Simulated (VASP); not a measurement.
Here is a VASP 6.6.1 calculation.

File INCAR:

```
SYSTEM = MgSnO2
ALGO = Normal
EDIFF = 1E-6
ENCUT = 750
GGA = PE
GGA_COMPAT = .False.
ISIF = 2
ISMEAR = 0
LASPH = .True.
LCHARG = .False.
LREAL = .False.
LWAVE = .False.
NBANDS = 26
NELM = 120
PREC = Accurate
SIGMA = 0.1
```

The input KPOINTS:

```
k-points
0
Gamma
  4 4 6
  0 0 0
```

The input POSCAR:

```
MgSnO2
1.0
    4.2903163754      0.0000000000      0.0000000000
    0.0000000000      4.2903163754      0.0000000000
    0.0000000000      0.0000000000      2.9913172033
Mg Sn O
1 1 2
Direct
    0.5000000000      0.5000000000      0.5000000000
    0.0000000000      0.0000000000      0.0000000000
    0.5000000000      0.0000000000      0.0000000000
    0.0000000000      0.5000000000      0.0000000000
```

Potentials or basis: VASP PAW PBE potentials, release 64 (Mg_sv, Sn_d, O).

Command:

```bash
$ cat potpaw_PBE.64/Mg_sv/POTCAR potpaw_PBE.64/Sn_d/POTCAR potpaw_PBE.64/O/POTCAR > POTCAR
$ mpirun -np 1 vasp_std > vasp.out
```

Task: What does it give for the pressure?

Result: -0.1 GPa.

Task: What does it give for the band gap on the k mesh?

Result: Zero (bands 18 and 19 overlap by 1.67 eV).

Stress tensor (GPa, compression positive):
```
 0.00  0.00  0.00
 0.00  0.00  0.00
 0.00  0.00 -0.27
```

Caveat: the k points lie up to 0.37 Å⁻¹ apart, too coarse for converged energies and pressures of a metal; spin-orbit coupling is left out, which moves the levels of the heavy elements.
